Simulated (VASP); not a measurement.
The system is AgCl.

```xyz
2
Lattice="3.3956 0.0000 0.0000 0.0000 3.3956 0.0000 0.0000 0.0000 3.3956" Properties=species:S:1:pos:R:3 pbc="T T T"
Ag    0.0000    0.0000    0.0000
Cl    1.6978    1.6978    1.6978
```

Base run:

* Program: VASP 6.6.1
* Functional: PBE
* Potentials or basis: VASP PAW PBE potentials, release 64 (Ag, Cl)
* Cutoff: 500 eV
* k mesh: 6 × 6 × 6, shifted
* Occupations: gaussian, width 0.01 eV
* Spin: no spin polarisation

Its results: band gap on the k mesh 1.75 eV (least direct gap 2.99 eV); pressure 1.4 GPa.

Task: The run is repeated on the same cell with these changes: k mesh from 6 × 6 × 6, shifted to 3 × 3 × 3, through Γ. What comes out?

Result: Band gap on the k mesh 0.85 eV (least direct gap 2.16 eV); pressure 2.0 GPa.

Caveats: some runs use coarse meshes; the structure was generated, so it needn't be the stable form of AgCl; a shifted mesh leaves out Γ, where band edges can lie (at least some runs); an odd mesh through Γ misses points on the zone boundary, where band edges can lie (at least some runs).
